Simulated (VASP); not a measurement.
# BaRu (P6_3mc) in VASP: single point with PBE

Aim: the single point of BaRu with PBE.

Program: VASP 6.6.1. These are calculated values, not measurements. Logs are shortened: lines on timing, memory, paths and dates and some standing lists are left out, and cuts for length are marked.

## (1) The cell of the first run

The structure is hexagonal, space group P6_3mc (No. 186). The conventional cell has a = 4.314 Å, b = 4.314 Å, c = 6.909 Å, α = 90.00°, β = 90.00°, γ = 120.00°. Within 3.5 Å of Ba (site symmetry 3m) lie 4 Ru at 2.62 to 2.64 Å. Within 3.5 Å of Ru (site symmetry 3m) lie 4 Ba at 2.62 to 2.64 Å.

## (2) Single point, PBE

Contents of INCAR:

```
PREC     = Accurate       # precision mode
ENCUT    = 520            # plane-wave cutoff, eV
EDIFF    = 1E-7           # SCF threshold, eV
ISMEAR   = 0              # smearing method
SIGMA    = 0.1            # smearing width, eV
LREAL    = F              # projectors in reciprocal space
LASPH    = T              # aspherical terms in the spheres
NELM     = 80             # most SCF steps
ALGO     = Normal         # electronic algorithm
ISIF     = 2              # what is computed and relaxed
LWAVE    = F              # write WAVECAR
LCHARG   = F              # write CHGCAR
GGA      = PE             # functional
NBANDS   = 32             # bands
```

Contents of KPOINTS:

```
regular mesh
0
Gamma
  6 6 4
```

Contents of POSCAR:

```
BaRu
1.0
    4.3142605411      0.0000000000      0.0000000000
   -2.1571302705      3.7362592271      0.0000000000
    0.0000000000      0.0000000000      6.9091394782
Ba Ru
2 2
Direct
    0.3333333333      0.6666666667      0.0000000000
    0.6666666667      0.3333333333      0.5000000000
    0.3333333333      0.6666666667      0.3821000000
    0.6666666667      0.3333333333      0.8821000000
```

Potentials or basis: VASP PAW PBE potentials, release 64 (Ba_sv, Ru_pv).

The run is started by

```bash
cat potpaw_PBE.64/Ba_sv/POTCAR potpaw_PBE.64/Ru_pv/POTCAR > POTCAR
mpirun -np 1 vasp_std > vasp.out
```

OUTCAR:

```text
PREC = Accurate
   ENCUT = 520
   EDIFF = 1E-7
   ISMEAR = 0
   LREAL = F
   LASPH = T
   NELM = 80
   ISIF = 2
   GGA = PE

 ion  position               nearest neighbor table
   1  0.333  0.667  0.000-   4 2.62   4 2.62   4 2.62   3 2.64   2 4.26   2 4.26   2 4.26   2 4.26
                             2 4.26   2 4.26
   2  0.667  0.333  0.500-   3 2.62   3 2.62   3 2.62   4 2.64   1 4.26   1 4.26   1 4.26   1 4.26
                             1 4.26   1 4.26
   3  0.333  0.667  0.382-   2 2.62   2 2.62   2 2.62   1 2.64
   4  0.667  0.333  0.882-   1 2.62   1 2.62   1 2.62   2 2.64

  LATTYP: Found a hexagonal cell.
 ALAT       =     4.3142605411
 C/A-ratio  =     1.6014655147

  Lattice vectors:

 A1 = (   4.3142605411,   0.0000000000,   0.0000000000)
 A2 = (  -2.1571302705,   3.7362592271,   0.0000000000)
 A3 = (   0.0000000000,   0.0000000000,   6.9091394782)

Analysis of symmetry for initial positions (statically):
=====================================================================
 Subroutine PRICEL returns:
 Original cell was already a primitive cell.

 Routine SETGRP: Setting up the symmetry group for a
 hexagonal supercell.

 Subroutine GETGRP returns: Found 12 space group operations
 (whereof  6 operations were pure point group operations)
 out of a pool of 24 trial point group operations.

The static configuration has the point symmetry C_3v.
 The point group associated with its full space group is C_6v.

Analysis of symmetry for dynamics (positions and initial velocities):
=====================================================================
 Subroutine PRICEL returns:
 Original cell was already a primitive cell.

 Routine SETGRP: Setting up the symmetry group for a
 hexagonal supercell.

 Subroutine GETGRP returns: Found 12 space group operations
 (whereof  6 operations were pure point group operations)
 out of a pool of 24 trial point group operations.

The dynamic configuration has the point symmetry C_3v.
 The point group associated with its full space group is C_6v.

 Subroutine INISYM returns: Found 12 space group operations
 (whereof  6 operations are pure point group operations),
 and found     1 'primitive' translations

----------------------------------------------------------------------------------------

                                     Primitive cell

  volume of cell :     111.3698

  direct lattice vectors                    reciprocal lattice vectors
     4.314260541  0.000000000  0.000000000     0.231789432  0.133823691  0.000000000
    -2.157130271  3.736259227  0.000000000     0.000000000  0.267647382  0.000000000
     0.000000000  0.000000000  6.909139478     0.000000000  0.000000000  0.144735825

  length of vectors
     4.314260541  4.314260541  6.909139478     0.267647382  0.267647382  0.144735825

  position of ions in fractional coordinates (direct lattice)
     0.333333333  0.666666667  0.000000000
     0.666666667  0.333333333  0.500000000
     0.333333333  0.666666667  0.382100000
     0.666666667  0.333333333  0.882100000

  ion indices of the primitive-cell ions
   primitive index   ion index
                 1           1
                 2           2
                 3           3
                 4           4

----------------------------------------------------------------------------------------

 KPOINTS: regular mesh

Automatic generation of k-mesh.
 Grid dimensions read from file:
 generate k-points for:    6    6    4

 Generating k-lattice:

  Cartesian coordinates                     Fractional coordinates (reciprocal lattice)
     0.038631572  0.022303948  0.000000000     0.166666667  0.000000000  0.000000000
     0.000000000  0.044607897  0.000000000     0.000000000  0.166666667  0.000000000
     0.000000000  0.000000000  0.036183956     0.000000000  0.000000000  0.250000000

  Length of vectors
     0.044607897  0.044607897  0.036183956

  Shift w.r.t. Gamma in fractional coordinates (k-lattice)
     0.000000000  0.000000000  0.000000000

 Subroutine IBZKPT returns following result:
 ===========================================

 Found     21 irreducible k-points:

 Following reciprocal coordinates:
            Coordinates               Weight
  0.000000  0.000000  0.000000      1.000000
  0.166667 -0.000000  0.000000      6.000000
  0.333333  0.000000  0.000000      6.000000
  0.500000 -0.000000  0.000000      3.000000
  0.166667  0.166667  0.000000      6.000000
  0.333333  0.166667  0.000000     12.000000
[... 13 lines left out ...]
  0.333333  0.166667  0.500000     12.000000
  0.333333  0.333333  0.500000      2.000000
   k-points           NKPTS =     21   k-points in BZ     NKDIM =     21   number of bands    NBANDS=     32
   number of dos      NEDOS =    301   number of ions     NIONS =      4
   total plane-waves  NPLWV =  55296
   dimension x,y,z NGX =    32 NGY =   32 NGZ =   54
   dimension x,y,z NGXF=    64 NGYF=   64 NGZF=  108
   ions per type =               2   2
   NGX,Y,Z   is equivalent  to a cutoff of  12.33, 12.33, 12.99 a.u.
   NGXF,Y,Z  is equivalent  to a cutoff of  24.66, 24.66, 25.99 a.u.
 SYSTEM =  unknown system
   PREC   = accura    normal or accurate (medium, high low for compatibility)
   ISTART =      0    job   : 0-new  1-cont  2-samecut
   ICHARG =      2    charge: 1-file 2-atom 10-const
   ISPIN  =      1    spin polarized calculation?
   LNONCOLLINEAR =      F non collinear calculations
   LSORBIT =      F    spin-orbit coupling
   LASPH  =      T    aspherical Exc in radial PAW
   ENCUT  =  520.0 eV  38.22 Ry    6.18 a.u.   8.02  8.02 12.85*2*pi/ulx,y,z
   NELM   =     80;   NELMIN=  2; NELMDL= -5     # of ELM steps
   EDIFF  = 0.1E-06   stopping-criterion for ELM
   LREAL  =      F    real-space projection
   EDIFFG = 0.1E-05   stopping-criterion for IOM
   NSW    =      0    number of steps for IOM
   IBRION =     -1    ionic relax: 0-MD 1-quasi-New 2-CG
   NFREE  =      0    steps in history (QN), initial steepest desc. (CG)
   ISIF   =      2    stress and relaxation
   ISYM   =      2    0-nonsym 1-usesym 2-fastsym
   POTIM  = 0.5000    time-step for ionic-motion
   TEBEG  =    0.0;   TEEND  =   0.0 temperature during run
   PSTRESS=    0.0 pullay stress
   NELECT =      48.0000    total number of electrons
   NUPDOWN=      -1.0000    fix difference up-down
   EMIN   =  10.00;   EMAX   =-10.00  energy-range for DOS
   EFERMI =   0.00;   METHOD = LEGACY
   ISMEAR =     0;   SIGMA  =   0.10  broadening in eV -4-tet -1-fermi 0-gaus
   EFERMI_NEDOS =   21; number of points for ismear=-14 and -15
   IALGO  =     38    algorithm
   IMIX   =      4    mixing-type and parameters
     AMIX     =   0.40;   BMIX     =  1.00
     AMIX_MAG =   1.60;   BMIX_MAG =  1.00
  volume/ion in A,a.u.               =      27.84       187.89
  Fermi-wavevector in a.u.,A,eV,Ry     =   1.236610  2.336854 20.806092  1.529205
  Thomas-Fermi vector in A             =   2.371212
   LORBIT       =      0    0 simple, 1 ext, 2 COOP (PROOUT), +10 PAW based schemes
   GGA     = PE    functional components
   LHFCALC =     F    Hartree Fock is set to
   AEXX    =    0.0000 exact exchange contribution
   IVDW    =     0    specifies the selected vdW correction
   LEPSILON=     F    determine dielectric tensor
   LRPA    =     F    only Hartree local field effects (RPA)
 non-spin polarized calculation
 Gauss-broadening in eV      SIGMA  =   0.10
  energy-cutoff  :      520.00
  volume of cell :      111.37
 maximum number of plane-waves:      3024
   NGX = 17   NGY = 17   NGZ = 25

 number of electron      48.0000003 magnetization

 Free energy of the ion-electron system (eV)
  ---------------------------------------------------
  ext. energy  EPLUGINS =         0.00000000
  ---------------------------------------------------
  free energy    TOTEN  =       -14.79774896 eV

  energy without entropy =      -14.77065000  energy(sigma->0) =      -14.78419948

 E-fermi :   4.2391     XC(G=0):  -9.9253

 val. band max:        4.2251659765   @ k =   0.3333   0.0000   0.2500
 cond. band min:       4.2763781454   @ k =   0.1667   0.1667   0.2500
 fundamental gap:      0.0512121690
 Fermi energy:         4.2391495305

 k-point     1 :       0.0000    0.0000    0.0000
  band No.  band energies     occupation
      1     -36.8548      2.00000
      2     -36.8548      2.00000
      3     -36.8527      2.00000
      4     -36.8527      2.00000
      5     -36.8501      2.00000
      6     -36.8323      2.00000
[... 24 lines left out ...]
     31       8.0604      0.00000
     32       8.0604      0.00000

 k-point     2 :       0.1667   -0.0000    0.0000
  band No.  band energies     occupation
      1     -36.8598      2.00000
      2     -36.8564      2.00000
      3     -36.8555      2.00000
      4     -36.8531      2.00000
      5     -36.8470      2.00000
      6     -36.8328      2.00000
[... 24 lines left out ...]
     31       8.2313      0.00000
     32       8.3646      0.00000

 k-point     3 :       0.3333    0.0000    0.0000
  band No.  band energies     occupation
      1     -36.8669      2.00000
      2     -36.8640      2.00000
      3     -36.8567      2.00000
      4     -36.8541      2.00000
      5     -36.8432      2.00000
      6     -36.8344      2.00000
[... 24 lines left out ...]
     31       9.1535      0.00000
     32       9.3771      0.00000

 k-point     4 :       0.5000   -0.0000    0.0000
  band No.  band energies     occupation
      1     -36.8700      2.00000
      2     -36.8680      2.00000
      3     -36.8573      2.00000
      4     -36.8546      2.00000
      5     -36.8410      2.00000
      6     -36.8359      2.00000
[... 549 lines left out ...]
     31       8.3325      0.00000
     32       8.3325      0.00000

 k-point    20 :       0.3333    0.1667    0.5000
  band No.  band energies     occupation
      1     -36.8687      2.00000
      2     -36.8687      2.00000
      3     -36.8569      2.00000
      4     -36.8569      2.00000
      5     -36.8377      2.00000
      6     -36.8377      2.00000
[... 24 lines left out ...]
     31       8.9141      0.00000
     32       8.9141      0.00000

 k-point    21 :       0.3333    0.3333    0.5000
  band No.  band energies     occupation
      1     -36.8695      2.00000
      2     -36.8695      2.00000
      3     -36.8583      2.00000
      4     -36.8583      2.00000
      5     -36.8374      2.00000
      6     -36.8374      2.00000
[... 24 lines left out ...]
     31       9.6464      0.00000
     32       9.6464      0.00000

------------------------ aborting loop because EDIFF is reached ----------------------------------------

  FORCE on cell =-STRESS in cart. coord.  units (eV):
  Direction    XX          YY          ZZ          XY          YZ          ZX
  --------------------------------------------------------------------------------------
  -------------------------------------------------------------------------------------
  Total        5.7345303      5.7345303      4.5517595      0.0000000      0.0000000      0.0000000
  in kB       82.4975600     82.4975600     65.4820942      0.0000000      0.0000000      0.0000000
  external PRESSURE =      76.8257381 kB  Pullay stress =       0.0000000 kB

 VOLUME and BASIS-vectors are now :
 -----------------------------------------------------------------------------
  energy-cutoff  :      520.00
  volume of cell :      111.37
      direct lattice vectors                 reciprocal lattice vectors
     4.314260541  0.000000000  0.000000000     0.231789432  0.133823691  0.000000000
    -2.157130271  3.736259227  0.000000000     0.000000000  0.267647382  0.000000000
     0.000000000  0.000000000  6.909139478     0.000000000  0.000000000  0.144735825

 POSITION                                       TOTAL-FORCE (eV/Angst)
 -----------------------------------------------------------------------------------
     -0.00000      2.49084      0.00000         0.000000      0.000000     -0.061601
      2.15713      1.24542      3.45457        -0.000000      0.000000     -0.061601
     -0.00000      2.49084      2.63998        -0.000000      0.000000      0.061601
      2.15713      1.24542      6.09455         0.000000     -0.000000      0.061601
 -----------------------------------------------------------------------------------
    total drift:                               -0.000000      0.000000     -0.000688

  FREE ENERGIE OF THE ION-ELECTRON SYSTEM (eV)
  ---------------------------------------------------
  free  energy   TOTEN  =       -14.7977489557 eV

  energy  without entropy=      -14.7706499974  energy(sigma->0) =      -14.78419948
```

It took 67 s on 1 thread of Intel Xeon Platinum 8259CL at 2.50GHz (Skylake/Cascade Lake), shared host; peak memory 0.26 GiB.

What came out:

| Quantity | Value |
| --- | --- |
| Free energy | -14.7977 eV |
| Pressure | 7.7 GPa |
| Largest force | 0.062 eV/Å |
| Band gap on the k mesh | zero (band 24 reaches 4.47 eV, above the bottom of band 25 at 4.04 eV) |

Forces in eV/Å, atoms in the order of the input:
```
Ba   0.000  0.000 -0.062
Ba   0.000  0.000 -0.062
Ru   0.000  0.000  0.062
Ru   0.000  0.000  0.062
```

Stress tensor (GPa, compression positive):
```
8.25 0.00 0.00
0.00 8.25 0.00
0.00 0.00 6.55
```

Caveat: spin-orbit coupling is left out, which moves the levels of the heavy elements.
